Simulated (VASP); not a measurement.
Crystal: Sc.

```
CELL_PARAMETERS angstrom
0.00000 2.26000 2.26000
2.26000 0.00000 2.26000
2.26000 2.26000 0.00000
ATOMIC_POSITIONS crystal
Sc 0.00000 0.00000 0.00000
```

```yaml
Program: VASP 6.6.1
Task: relaxation of cell and atoms
Functional: LDA
Potentials_or_basis: VASP PAW LDA potentials, release 64 (Sc_sv)
Cutoff: 600 eV
k_mesh: 10 × 10 × 10
Occupations: fermi-dirac, width 0.05 eV
Spin: no spin polarisation
```

At the start: pressure -1.6 GPa; volume 23.09 Å³/atom.

Question: How do energy, volume and symmetry change on relaxing?

Answer: Over 3 steps the energy falls by 3.2 meV/atom and the volume is 22.44 Å³/atom (-2.8 %); space group Fm-3m (No. 225, to 0.05 Å).

Step by step:
| step | energy change (eV) | largest force (eV/Å) | pressure (GPa) | volume (Å³) |
| --- | --- | --- | --- | --- |
| 1 | 0.0000 | 0.0000 | -1.57 | 23.09 |
| 2 | -0.0031 | 0.0000 | 0.27 | 22.34 |
| 3 | -0.0032 | 0.0000 | 0.01 | 22.44 |

Final structure:
```
CELL_PARAMETERS angstrom
0.00000 2.23875 2.23875
2.23875 0.00000 2.23875
2.23875 2.23875 0.00000
ATOMIC_POSITIONS crystal
Sc 0.00000 0.00000 0.00000
```
